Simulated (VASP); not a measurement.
HfSi3, 20 atoms in the cell. The cell holds a disordered packing, 20 atoms: a = 6.784 Å, b = 7.082 Å, c = 7.052 Å, α = 90.86°, β = 94.08°, γ = 91.20°. 

- Program: VASP 6.6.1
- Task: single point
- Functional: PBE
- Potentials or basis: VASP PAW PBE potentials, release 64 (Si, Hf_pv)
- Cutoff: 400 eV
- k mesh: 1 × 1 × 1, shifted
- Occupations: fermi-dirac, width 0.0948 eV
- Spin: no spin polarisation
- Dipole correction: no
- Further INCAR settings: LREAL = Auto; ALGO = Normal; EDIFF = 1e-06; NBANDS = 71; ISYM = -1

Potentials or basis: VASP PAW PBE potentials, release 64 (Si, Hf_pv).

The run is started by

```sh
$ cat potpaw_PBE.64/Si/POTCAR potpaw_PBE.64/Hf_pv/POTCAR > POTCAR
$ mpirun -np 1 vasp_std > vasp.out
```

Hardware: 1 thread of Intel(R) Xeon(R) 6975P-C (Granite Rapids), with other jobs on the host.

Problem. Estimate the wall time of this run.

Solution. Wall time 28 s on 1 thread of Intel(R) Xeon(R) 6975P-C (Granite Rapids), on a shared host, peak memory 0.31 GiB. Counts: scf iterations 15, k points 1.
